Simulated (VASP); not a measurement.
# TiC (Fm-3m) in VASP: a series of runs, part 2 of 2

VASP 6.6.1. Earlier steps stand in the parts before.

## Step 3: Relaxation of cell and atoms, PBEsol

This run uses another cell than the first one, of 10.07 Å³/atom, 1.018 times its volume.

Contents of INCAR:

```
ALGO = Normal
EDIFF = 1E-6
EDIFFG = -0.01
ENCUT = 600
GGA = PS
IBRION = 2
ISIF = 3
ISMEAR = 0
LASPH = T
LCHARG = F
LREAL = F
LWAVE = F
NELM = 80
NSW = 80
PREC = Accurate
SIGMA = 0.15
```

Contents of KPOINTS:

```
k-points
0
Gamma
  13 13 13
```

Contents of POSCAR:

```
TiC
1.0
    0.0000000000      2.1593000000      2.1593000000
    2.1593000000      0.0000000000      2.1593000000
    2.1593000000      2.1593000000      0.0000000000
Ti C
1 1
Direct
    0.0000000000      0.0000000000      0.0000000000
    0.5000000000      0.5000000000      0.5000000000
```

Potentials or basis: VASP PAW PBE potentials, release 64 (Ti_sv, C).

The run is started by

```
> cat potpaw_PBE.64/Ti_sv/POTCAR potpaw_PBE.64/C/POTCAR > POTCAR
> mpirun -np 1 vasp_std > vasp.out
```

OUTCAR:

```text
EDIFF = 1E-6
   EDIFFG = -0.01
   ENCUT = 600
   GGA = PS
   IBRION = 2
   ISIF = 3
   ISMEAR = 0
   LASPH = T
   LREAL = F
   NELM = 80
   NSW = 80
   PREC = Accurate

 ion  position               nearest neighbor table
   1  0.000  0.000  0.000-   2 2.16   2 2.16   2 2.16   2 2.16   2 2.16   2 2.16
   2  0.500  0.500  0.500-   1 2.16   1 2.16   1 2.16   1 2.16   1 2.16   1 2.16

  LATTYP: Found a face centered cubic cell.
 ALAT       =     4.3186000000

  Lattice vectors:

 A1 = (   0.0000000000,   2.1593000000,   2.1593000000)
 A2 = (   2.1593000000,   0.0000000000,   2.1593000000)
 A3 = (   2.1593000000,   2.1593000000,   0.0000000000)

Analysis of symmetry for initial positions (statically):
=====================================================================
 Subroutine PRICEL returns:
 Original cell was already a primitive cell.

 Routine SETGRP: Setting up the symmetry group for a
[... 259 lines left out ...]
  band No.  band energies     occupation
      1     -46.6477      2.00000
      2     -22.7604      2.00000
      3     -22.7604      2.00000
      4     -22.7604      2.00000
      5      -2.8798      2.00000
      6      10.2795      0.00000
      7      10.2795      0.00000
      8      10.2795      0.00000
      9      11.3452      0.00000
     10      11.3452      0.00000
     11      11.3452      0.00000
     12      11.3885      0.00000
[... 331 lines left out ...]
 k-point    24 :       0.4615    0.1538    0.0000
  band No.  band energies     occupation
      1     -46.5614      2.00000
      2     -23.2429      2.00000
      3     -22.8744      2.00000
      4     -22.8460      2.00000
      5       0.1566      2.00000
      6       4.6151      2.00000
      7       6.6628      2.00000
      8       7.2241      2.00000
      9      11.6576      0.00000
     10      12.7413      0.00000
     11      13.6244      0.00000
     12      16.3864      0.00000

 [... further k-points ...]
[... 5 lines left out ...]
  --------------------------------------------------------------------------------------
  -------------------------------------------------------------------------------------
  Total       -0.0028752     -0.0028752     -0.0028752      0.0000000      0.0000000     -0.0000000
  in kB       -0.2326880     -0.2326880     -0.2326880      0.0000000      0.0000000     -0.0000000
  external PRESSURE =      -0.2326880 kB  Pullay stress =       0.0000000 kB
[... 17 lines left out ...]
  FREE ENERGIE OF THE ION-ELECTRON SYSTEM (eV)
  ---------------------------------------------------
  free  energy   TOTEN  =       -19.8047194871 eV

  energy  without entropy=      -19.8014139181  energy(sigma->0) =      -19.80306670

 reached required accuracy - stopping structural energy minimisation
```

Wall time 40 s (1 thread of Intel Xeon Platinum 8375C at 2.90GHz (Ice Lake), shared host); peak memory 0.17 GiB.

What came out:

```yaml
Free_energy: -19.8047 eV
Relaxed_volume: 9.90 Å³/atom
Relaxed_cell: a = 3.037 Å, b = 3.037 Å, c = 3.037 Å, α = 60.00°, β = 60.00°, γ = 60.00°
Space_group_after_relaxing_to_0.05_Å: Fm-3m (No. 225)
Energy_gained_by_relaxing: 2.4 meV/atom
Ionic_steps: 3
Pressure_after_relaxing: 0.0 GPa
Band_gap_on_the_k_mesh: zero (band 8 reaches 10.28 eV, above the bottom of band 9 at 9.21 eV)
```

The path:
```csv
step,energy change (eV),largest force (eV/Å),pressure (GPa),volume (Å³)
1,0.0000,0.0000,-4.40,20.14
2,0.0043,0.0000,6.42,19.34
3,-0.0047,0.0000,-0.02,19.80
```

Final structure:
```
Ti C
1.0
     0.00000    2.14714    2.14714
     2.14714    0.00000    2.14714
     2.14714    2.14714    0.00000
Ti C
1 1
Cartesian
  0.0000 0.0000 0.0000
  2.1471 2.1471 2.1471
```

Caveat: the PAW data sets were made with another functional, which shifts forces and pressure a little.

## Step 4: Relaxation of cell and atoms, PBEsol, target pressure 10 GPa, at which the enthalpy is minimised

This run uses another cell than the first one, of 10.07 Å³/atom, 1.018 times its volume.

Contents of INCAR:

```
PREC     = Accurate       # precision mode
ENCUT    = 600            # plane-wave cutoff, eV
EDIFF    = 1E-7           # SCF threshold, eV
ISMEAR   = 0              # smearing method
SIGMA    = 0.15           # smearing width, eV
LREAL    = False          # projectors in reciprocal space
LASPH    = True           # aspherical terms in the spheres
NELM     = 60             # most SCF steps
ALGO     = Normal         # electronic algorithm
ISIF     = 3              # what is computed and relaxed
LWAVE    = False          # write WAVECAR
LCHARG   = False          # write CHGCAR
GGA      = PS             # functional
IBRION   = 2              # ionic algorithm
NSW      = 80             # ionic steps
EDIFFG   = -0.01          # ionic threshold
PSTRESS  = 100.0
```

Contents of KPOINTS:

```
Automatic mesh
0
Gamma
  13 13 13
```

POSCAR is that of step 3.

The run is started by

```
> cat potpaw_PBE.64/Ti_sv/POTCAR potpaw_PBE.64/C/POTCAR > POTCAR
> mpirun -np 1 vasp_std > vasp.out
```

Wall time 64 s (1 thread of Intel Xeon Platinum 8375C at 2.90GHz (Ice Lake), shared host); peak memory 0.16 GiB.

The run converged. Its results:

```yaml
Free_energy: -19.7842 eV
Relaxed_volume: 9.56 Å³/atom
Relaxed_cell: a = 3.001 Å, b = 3.001 Å, c = 3.001 Å, α = 60.00°, β = 60.00°, γ = 60.00°
Space_group_after_relaxing_to_0.05_Å: Fm-3m (No. 225)
Energy_change_on_relaxing_the_enthalpy_is_what_falls: +7.9 meV/atom
Ionic_steps: 4
Pressure_after_relaxing: 10.0 GPa
Band_gap_on_the_k_mesh: zero (band 8 reaches 10.71 eV, above the bottom of band 9 at 9.63 eV)
```

Step by step:
```tsv
step	energy change (eV)	largest force (eV/Å)	pressure (GPa)	volume (Å³)
1	0.0000	0.0000	-4.39	20.14
2	0.2364	0.0000	38.99	17.61
3	0.0145	0.0000	9.64	19.13
4	0.0158	0.0000	9.95	19.11
```

Final structure:
```
Ti C
1.0
     0.00000    2.12213    2.12213
     2.12213    0.00000    2.12213
     2.12213    2.12213    0.00000
Ti C
1 1
Cartesian
  2.1221 2.1221 0.0000
  2.1221 2.1221 2.1221
```

Levels at points of the mesh, in eV from the Fermi level:
| k point | band 5 | band 6 | band 7 | band 8 | band 9 | band 10 | band 11 | band 12 |
| --- | --- | --- | --- | --- | --- | --- | --- | --- |
| (0.00, 0.00, 0.00) | -12.65 | 0.68 | 0.68 | 0.68 | 1.78 | 1.78 | 1.78 | 1.85 |

Caveat: the cell is relaxed towards a set pressure, so the enthalpy falls and the energy may rise; the PAW data sets were made with another functional, which shifts forces and pressure a little.

## Step 5: Summary

| task | cell | cutoff (eV) | gap on the mesh (eV) | pressure (GPa) |
| --- | --- | --- | --- | --- |
| single point | a = 3.036 Å, angles 60.0°, 2 atoms | 520 | none | 0.3 |
| relaxation of cell and atoms | relaxed from a = 3.054 Å, angles 60.0°, 2 atoms | 600 | none | 0.0 |
| relaxation of cell and atoms | relaxed to 10 GPa from a = 3.054 Å, angles 60.0°, 2 atoms | 600 | none | 10.0 |

Alike in all rows: level PBEsol; potentials or basis VASP PAW PBE potentials, release 64 (Ti_sv, C); no spin polarisation; k mesh 13 × 13 × 13; smearing gaussian 0.15 eV.

Caveats: the PAW data sets were made with another functional, which shifts forces and pressure a little; the cell is relaxed towards a set pressure, so the enthalpy falls and the energy may rise (some runs).

Absolute energies hang on the potentials; compare differences alone.
